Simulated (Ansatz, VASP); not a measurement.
BN in VASP and in Ansatz

```xyz
4
Lattice="2.5061 0.0000 0.0000 -1.2531 2.1704 0.0000 0.0000 0.0000 6.5974" Properties=species:S:1:pos:R:3 pbc="T T T"
B     0.0000    0.1920    2.8187
B     0.0000    1.4469    0.0000
N     0.0000    0.0000    0.0000
N     1.2531    0.7235    3.2987
```

Alike in both runs: task single point; functional PBE; dispersion D3(BJ); k mesh 12 × 12 × 4; occupations gaussian, width 0.05 eV; no spin polarisation.

|  | VASP | Ansatz |
| --- | --- | --- |
| version | VASP 6.6.1 | Ansatz 0.2.0 |
| potentials or method | VASP PAW PBE potentials, release 64 (B, N), cutoff 520 eV | scalar-relativistic, plane waves, PAW |
| valence electrons in the cell | 16 | 16 |

|  | VASP | Ansatz | Ansatz less VASP |
| --- | --- | --- | --- |
| gap on the k mesh at the Fermi level (eV) | 1.12 | 1.11 | -0.003 |
| least direct gap on the mesh (eV) | 1.37 | 1.37 | -0.003 |
| pressure (GPa) | -2.1 | -2.2 | -0.06 |
| traceless stress, the component that is largest in VASP (GPa) | -12.03 | -11.84 | +0.191 |
| rms of the force components (eV/Å) | 2.724 | 2.722 | -0.0017 |

Atom by atom the forces differ by 0.004 eV/Å (rms over components).
